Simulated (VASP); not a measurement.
## Rh: single point with RPBE

Rh:

```xyz
1
Lattice="2.6840 0.0000 0.0000 1.3420 2.3244 0.0000 1.3420 0.7748 2.1914" Properties=species:S:1:pos:R:3 pbc="T T T"
Rh    0.0000    0.0000    0.0000
```

| Item | Value |
| --- | --- |
| Program | VASP 6.6.1 |
| Task | single point |
| Functional | RPBE |
| Potentials or basis | VASP PAW PBE potentials, release 64 (Rh_pv) |
| Cutoff | 500 eV |
| k mesh | 15 × 15 × 15 |
| Occupations | fermi-dirac, width 0.15 eV |
| Spin | no spin polarisation |

The pressure is 13.4 GPa.

Levels at points of the mesh, in eV from the Fermi level:
```tsv
k point	band 4	band 5	band 6	band 7	band 8	band 9	band 10	band 11
(0.00, 0.00, 0.00)	-7.94	-3.07	-3.07	-3.07	-0.98	-0.98	16.02	20.61
```

Run time: 9.9 s on 1 thread of Intel(R) Xeon(R) Platinum 8488C (Sapphire Rapids), with other jobs on the host, peak memory 0.14 GiB.

Caveat: the PAW data sets were made with another functional, which shifts forces and pressure a little.
